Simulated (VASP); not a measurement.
Set up this calculation in VASP 6.6.1, as the native input.

| Property | Result |
| --- | --- |
| Task | single point |
| Functional | PBE |
| Potentials or basis | VASP PAW PBE potentials, release 64 (In_d, Ga_d, Sb, N) |
| Cutoff | 520 eV |
| k mesh | 3 × 3 × 2 |
| Occupations | gaussian, width 0.15 eV |
| Spin | no spin polarisation |
| Dipole correction | no |
| Further INCAR settings | ALGO = Normal; EDIFF = 1e-07; NBANDS = 46 |

The structure of In3GaSb2N2 lies in POSCAR:

```
In3GaSb2N2
1.0
    4.8039927437     -0.0000000029      0.0000000000
   -2.4019963693      4.1603797571      0.0000000000
    0.0000000000      0.0000000000     10.7848874073
In Ga Sb N
3 1 2 2
Direct
    0.0000000000      0.0000000000      0.0450131422
    0.3333333333      0.6666666667      0.8171162930
    0.6666666667      0.3333333333      0.8171162930
    0.0000000000      0.0000000000      0.3083173673
    0.3333333333      0.6666666667      0.4759928577
    0.6666666667      0.3333333333      0.4759928577
    0.3333333333      0.6666666667      0.0184028495
    0.6666666667      0.3333333333      0.0184028495
```

These files were run (other wordings do the same):

INCAR

```
PREC = Accurate
ENCUT = 520
EDIFF = 1E-7
ISMEAR = 0
SIGMA = 0.15
LREAL = False
LASPH = True
NELM = 60
ALGO = Normal
ISIF = 2
LWAVE = False
LCHARG = True
GGA = PE
LELF = True
LVHAR = True
NBANDS = 46
```

KPOINTS

```
Automatic mesh
0
Gamma
  3 3 2
```

Potentials or basis: VASP PAW PBE potentials, release 64 (In_d, Ga_d, Sb, N).

Command:

```sh
$ cat potpaw_PBE.64/In_d/POTCAR potpaw_PBE.64/Ga_d/POTCAR potpaw_PBE.64/Sb/POTCAR potpaw_PBE.64/N/POTCAR > POTCAR
$ mpirun -np 1 vasp_std > vasp.out
```

Results of the run:

The pressure is 0.2 GPa. The largest force is 0.053 eV/Å and the band gap on the k mesh is zero (band 36 reaches 4.74 eV, above the bottom of band 37 at 4.24 eV).

Caveat: the k points lie up to 0.50 Å⁻¹ apart; spin-orbit coupling is left out, which moves the levels of the heavy elements.

It took 90 s on 1 thread of Intel(R) Xeon(R) Platinum 8259CL CPU @ 2.50GHz (Skylake/Cascade Lake), with other jobs on the host, peak memory 0.34 GiB.
